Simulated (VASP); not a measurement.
# SrO (Fm-3m) in VASP: notebook

SrO is run at these levels: r2SCAN; tasks: single point.

Program: VASP 6.6.1. These are calculated values, not measurements. Logs are shortened: lines on timing, memory, paths and dates and some standing lists are left out, and cuts for length are marked.

### 1 The cell of the first run

Symmetry: Fm-3m, No. 225, cubic system. The conventional cell has a = 5.212 Å, b = 5.212 Å, c = 5.212 Å, α = 90.00°, β = 90.00°, γ = 90.00°. Sr (site symmetry m-3m) has 6 O at 2.61 Å within 3.4 Å. O (site symmetry m-3m) has 6 Sr at 2.61 Å within 3.4 Å.

### 2 Single point, r2SCAN (volume scaled by 1.03)

POSCAR reads:

```
SrO
1.0
    0.0000000000      2.6058621365      2.6058621365
    2.6058621365      0.0000000000      2.6058621365
    2.6058621365      2.6058621365      0.0000000000
Sr O
1 1
Direct
    0.5000000000      0.5000000000      0.5000000000
    0.0000000000      0.0000000000      0.0000000000
```

INCAR.step1 reads:

```
SYSTEM = SrO
ALGO     = Normal         ! electronic algorithm
EDIFF    = 1E-4           ! SCF threshold, eV
ENCUT    = 520            ! plane-wave cutoff, eV
GGA      = PE             ! functional
ISMEAR   = 0              ! smearing method
LASPH    = .TRUE.         ! aspherical terms in the spheres
LCHARG   = .FALSE.        ! write CHGCAR
LREAL    = .FALSE.        ! projectors in reciprocal space
LWAVE    = .TRUE.         ! write WAVECAR
NBANDS   = 15             ! bands
NELM     = 80             ! most SCF steps
PREC     = Accurate       ! precision mode
SIGMA    = 0.02           ! smearing width, eV
```

INCAR.step2 reads:

```
SYSTEM = SrO
ALGO     = Normal         ! electronic algorithm
EDIFF    = 1E-7           ! SCF threshold, eV
ENCUT    = 520            ! plane-wave cutoff, eV
ISIF     = 2              ! what is computed and relaxed
ISMEAR   = 0              ! smearing method
ISTART   = 1            
LASPH    = .TRUE.         ! aspherical terms in the spheres
LCHARG   = .FALSE.        ! write CHGCAR
LMIXTAU  = .TRUE.       
LREAL    = .FALSE.        ! projectors in reciprocal space
LWAVE    = .FALSE.        ! write WAVECAR
METAGGA  = R2SCAN         ! meta-GGA
NBANDS   = 15             ! bands
NELM     = 80             ! most SCF steps
PREC     = Accurate       ! precision mode
SIGMA    = 0.02           ! smearing width, eV
```

KPOINTS reads:

```
k-points
0
G
  8 8 8
  0 0 0
```

Potentials or basis: VASP PAW PBE potentials, release 64 (Sr_sv, O).

Started as:

```sh
> cat potpaw_PBE.64/Sr_sv/POTCAR potpaw_PBE.64/O/POTCAR > POTCAR
> cp INCAR.step1 INCAR
> mpirun -np 1 vasp_std > vasp.out
> cp INCAR.step2 INCAR
> mpirun -np 1 vasp_std > vasp.out
```

OUTCAR:

```text
SYSTEM = SrO
   EDIFF = 1E-7
   ENCUT = 520
   ISIF = 2
   ISMEAR = 0
   ISTART = 1
   LASPH = .TRUE.
   LREAL = .FALSE.
   METAGGA = R2SCAN
   NELM = 80
   PREC = Accurate

 ion  position               nearest neighbor table
   1  0.500  0.500  0.500-   2 2.61   2 2.61   2 2.61   2 2.61   2 2.61   2 2.61
   2  0.000  0.000  0.000-   1 2.61   1 2.61   1 2.61   1 2.61   1 2.61   1 2.61

  LATTYP: Found a face centered cubic cell.
 ALAT       =     5.2117242730

  Lattice vectors:

 A1 = (   0.0000000000,   2.6058621365,   2.6058621365)
 A2 = (   2.6058621365,   0.0000000000,   2.6058621365)
 A3 = (   2.6058621365,   2.6058621365,   0.0000000000)

Analysis of symmetry for initial positions (statically):
=====================================================================
 Subroutine PRICEL returns:
 Original cell was already a primitive cell.

 Routine SETGRP: Setting up the symmetry group for a
 face centered cubic supercell.

 Subroutine GETGRP returns: Found 48 space group operations
[... 9 lines left out ...]

 Routine SETGRP: Setting up the symmetry group for a
 face centered cubic supercell.

 Subroutine GETGRP returns: Found 48 space group operations
[... 11 lines left out ...]
                                     Primitive cell

  volume of cell :      35.3903

  direct lattice vectors                    reciprocal lattice vectors
     0.000000000  2.605862136  2.605862136    -0.191875078  0.191875078  0.191875078
     2.605862136  0.000000000  2.605862136     0.191875078 -0.191875078  0.191875078
     2.605862136  2.605862136  0.000000000     0.191875078  0.191875078 -0.191875078

  length of vectors
     3.685245575  3.685245575  3.685245575     0.332337383  0.332337383  0.332337383

  position of ions in fractional coordinates (direct lattice)
     0.500000000  0.500000000  0.500000000
     0.000000000  0.000000000  0.000000000

  ion indices of the primitive-cell ions
   primitive index   ion index
                 1           1
                 2           2

----------------------------------------------------------------------------------------

 KPOINTS: k-points

Automatic generation of k-mesh.
 Grid dimensions read from file:
 generate k-points for:    8    8    8

 Generating k-lattice:

  Cartesian coordinates                     Fractional coordinates (reciprocal lattice)
    -0.023984385  0.023984385  0.023984385     0.125000000  0.000000000  0.000000000
     0.023984385 -0.023984385  0.023984385     0.000000000  0.125000000  0.000000000
[... 67 lines left out ...]
   TEBEG  =    0.0;   TEEND  =   0.0 temperature during run
   PSTRESS=    0.0 pullay stress
   NELECT =      16.0000    total number of electrons
   NUPDOWN=      -1.0000    fix difference up-down
   EMIN   =  10.00;   EMAX   =-10.00  energy-range for DOS
   EFERMI =   0.00;   METHOD = LEGACY
   ISMEAR =     0;   SIGMA  =   0.02  broadening in eV -4-tet -1-fermi 0-gaus
   EFERMI_NEDOS =   21; number of points for ismear=-14 and -15
   IALGO  =     38    algorithm
   IMIX   =      4    mixing-type and parameters
     AMIX     =   0.40;   BMIX     =  1.00
     AMIX_MAG =   1.60;   BMIX_MAG =  1.00
  volume/ion in A,a.u.               =      17.70       119.41
  Fermi-wavevector in a.u.,A,eV,Ry     =   1.256474  2.374391 21.479872  1.578726
  Thomas-Fermi vector in A             =   2.390180
   LORBIT       =      0    0 simple, 1 ext, 2 COOP (PROOUT), +10 PAW based schemes
   METAGGA = R2SCAN    functional components
   LHFCALC =     F    Hartree Fock is set to
   AEXX    =    0.0000 exact exchange contribution
   IVDW    =     0    specifies the selected vdW correction
   LEPSILON=     F    determine dielectric tensor
   LRPA    =     F    only Hartree local field effects (RPA)
 non-spin polarized calculation
 Gauss-broadening in eV      SIGMA  =   0.02
  energy-cutoff  :      520.00
  volume of cell :       35.39
 maximum number of plane-waves:       961
   NGX = 13   NGY = 13   NGZ = 13

 number of electron      16.0000001 magnetization

 Free energy of the ion-electron system (eV)
  ---------------------------------------------------
  ext. energy  EPLUGINS =         0.00000000
  ---------------------------------------------------
  free energy    TOTEN  =       -27.05092757 eV

  energy without entropy =      -27.05092757  energy(sigma->0) =      -27.05092757

 E-fermi :   1.3713     XC(G=0): -10.3795

 val. band max:        1.1589207231   @ k =   0.0000   0.0000   0.0000
 cond. band min:       4.9185085608   @ k =   0.5000   0.5000   0.0000
 fundamental gap:      3.7595878377
 Fermi energy:         1.3713459670

 k-point     1 :       0.0000    0.0000    0.0000
  band No.  band energies     occupation
      1     -32.4634      2.00000
      2     -14.8193      2.00000
      3     -13.5255      2.00000
      4     -13.5255      2.00000
      5     -13.5255      2.00000
      6       1.1589      2.00000
      7       1.1589      2.00000
      8       1.1589      2.00000
      9       5.5220      0.00000
     10       7.8420      0.00000
     11       7.8420      0.00000
     12       7.8420      0.00000
     13      10.0726      0.00000
     14      10.0726      0.00000
[... 401 lines left out ...]
      2     -15.8139      2.00000
      3     -13.8568      2.00000
      4     -13.7243      2.00000
      5     -12.8443      2.00000
      6      -0.3328      2.00000
      7       0.3400      2.00000
      8       0.4011      2.00000
      9       7.9218      0.00000
     10       8.2833      0.00000
     11      10.8353      0.00000
     12      11.0339      0.00000
     13      13.1401      0.00000
     14      14.4139      0.00000
     15      15.0410      0.00000

 [... further k-points ...]

------------------------ aborting loop because EDIFF is reached ----------------------------------------

  FORCE on cell =-STRESS in cart. coord.  units (eV):
  Direction    XX          YY          ZZ          XY          YZ          ZX
  --------------------------------------------------------------------------------------
  -------------------------------------------------------------------------------------
  Total       -0.4793618     -0.4793618     -0.4793618      0.0000000     -0.0000000      0.0000000
  in kB      -21.7014961    -21.7014961    -21.7014961      0.0000000     -0.0000000      0.0000000
  external PRESSURE =     -21.7014961 kB  Pullay stress =       0.0000000 kB

 VOLUME and BASIS-vectors are now :
 -----------------------------------------------------------------------------
  energy-cutoff  :      520.00
  volume of cell :       35.39
      direct lattice vectors                 reciprocal lattice vectors
     0.000000000  2.605862136  2.605862136    -0.191875078  0.191875078  0.191875078
     2.605862136  0.000000000  2.605862136     0.191875078 -0.191875078  0.191875078
     2.605862136  2.605862136  0.000000000     0.191875078  0.191875078 -0.191875078

 POSITION                                       TOTAL-FORCE (eV/Angst)
 -----------------------------------------------------------------------------------
      2.60586      2.60586      2.60586         0.000000      0.000000      0.000000
      0.00000      0.00000      0.00000        -0.000000     -0.000000     -0.000000
 -----------------------------------------------------------------------------------
    total drift:                                0.000000      0.000000      0.000000

  FREE ENERGIE OF THE ION-ELECTRON SYSTEM (eV)
  ---------------------------------------------------
  free  energy   TOTEN  =       -27.0509275677 eV

  energy  without entropy=      -27.0509275677  energy(sigma->0) =      -27.05092757
```

OSZICAR.step1:

```text
N       E                     dE             d eps       ncg     rms          rms(c)
DAV:   1     0.620616242728E+02    0.62062E+02   -0.79098E+03   870   0.100E+03
DAV:   2    -0.109104436455E+02   -0.72972E+02   -0.65837E+02  1278   0.209E+02
DAV:   3    -0.141951831499E+02   -0.32847E+01   -0.32699E+01  1241   0.384E+01
DAV:   4    -0.142534750653E+02   -0.58292E-01   -0.58290E-01  1093   0.399E+00
DAV:   5    -0.142537894845E+02   -0.31442E-03   -0.31442E-03  1132   0.269E-01    0.153E+01
DAV:   6    -0.122182364024E+02    0.20356E+01   -0.68406E+00   884   0.192E+01    0.180E+01
DAV:   7    -0.120642403922E+02    0.15400E+00   -0.32683E-01  1003   0.499E+00    0.104E+01
DAV:   8    -0.120533484144E+02    0.10892E-01   -0.12265E-01  1087   0.353E+00    0.370E-01
DAV:   9    -0.120544412771E+02   -0.10929E-02   -0.63109E-03  1077   0.508E-01    0.235E-01
DAV:  10    -0.120548927355E+02   -0.45146E-03   -0.43798E-04   961   0.200E-01    0.920E-02
DAV:  11    -0.120550579373E+02   -0.16520E-03   -0.17486E-04   918   0.974E-02    0.279E-02
DAV:  12    -0.120550772954E+02   -0.19358E-04   -0.27626E-05   687   0.389E-02
   1 F= -.12055077E+02 E0= -.12055077E+02  d E =-.448684E-25
```

It took 2 min on 1 thread of Intel Xeon Platinum 8259CL at 2.50GHz (Skylake/Cascade Lake), shared host; peak memory 0.17 GiB.

Results:

```yaml
Free_energy: -27.0509 eV
Pressure: -2.2 GPa
Band_gap_on_the_k_mesh: 3.76 eV, indirect (least direct gap 3.87 eV)
```

Levels at points of the mesh, in eV from the valence-band top:
```csv
k point,band 6,band 7,band 8,band 9,band 10,band 11
"(0.00, 0.00, 0.00)",0.00,0.00,0.00,4.36,6.68,6.68
"(0.50, 0.00, 0.00)",-2.04,-1.05,-1.05,6.93,8.75,9.25
"(0.50, 0.50, 0.00)",-0.49,-0.11,-0.11,3.76,8.21,10.65
```

Caveat: the PAW data sets were made with another functional, which shifts forces and pressure a little. A k mesh can miss the band edges.

### 3 Single point, r2SCAN (volume scaled by 1.06)

POSCAR reads:

```
SrO
1.0
    0.0000000000      2.6309200404      2.6309200404
    2.6309200404      0.0000000000      2.6309200404
    2.6309200404      2.6309200404      0.0000000000
Sr O
1 1
Direct
    0.5000000000      0.5000000000      0.5000000000
    0.0000000000      0.0000000000      0.0000000000
```

INCAR.step1 reads:

```
SYSTEM = SrO
ALGO = Normal
EDIFF = 1E-4
ENCUT = 520
GGA = PE
ISMEAR = 0
LASPH = .TRUE.
LCHARG = .FALSE.
LREAL = .FALSE.
LWAVE = .TRUE.
NBANDS = 15
NELM = 80
PREC = Accurate
SIGMA = 0.02
```

INCAR.step2 reads:

```
SYSTEM = SrO
ALGO = Normal
EDIFF = 1E-7
ENCUT = 520
ISIF = 2
ISMEAR = 0
ISTART = 1
LASPH = .TRUE.
LCHARG = .TRUE.
LELF = .TRUE.
LMIXTAU = .TRUE.
LREAL = .FALSE.
LVHAR = .TRUE.
LWAVE = .FALSE.
METAGGA = R2SCAN
NBANDS = 15
NELM = 80
PREC = Accurate
SIGMA = 0.02
```

KPOINTS is that of step 2.

Potentials or basis: VASP PAW PBE potentials, release 64 (Sr_sv, O).

Started as:

```sh
> cat potpaw_PBE.64/Sr_sv/POTCAR potpaw_PBE.64/O/POTCAR > POTCAR
> cp INCAR.step1 INCAR
> mpirun -np 1 vasp_std > vasp.out
> cp INCAR.step2 INCAR
> mpirun -np 1 vasp_std > vasp.out
```

Wall time 95 s (1 thread of Intel Xeon Platinum 8259CL at 2.50GHz (Skylake/Cascade Lake), shared host); peak memory 0.17 GiB.

It converged, with:

```yaml
Free_energy: -27.0304 eV
Pressure: -4.4 GPa
Band_gap_on_the_k_mesh: 3.77 eV, indirect (least direct gap 3.89 eV)
```

Levels at points of the mesh, in eV from the valence-band top:
```tsv
k point	band 6	band 7	band 8	band 9	band 10	band 11
(0.00, 0.00, 0.00)	0.00	0.00	0.00	4.16	6.61	6.61
(0.50, 0.00, 0.00)	-1.99	-1.00	-1.00	6.81	8.51	9.08
(0.50, 0.50, 0.00)	-0.53	-0.13	-0.13	3.77	8.00	10.46
```

Caveat: the PAW data sets were made with another functional, which shifts forces and pressure a little.
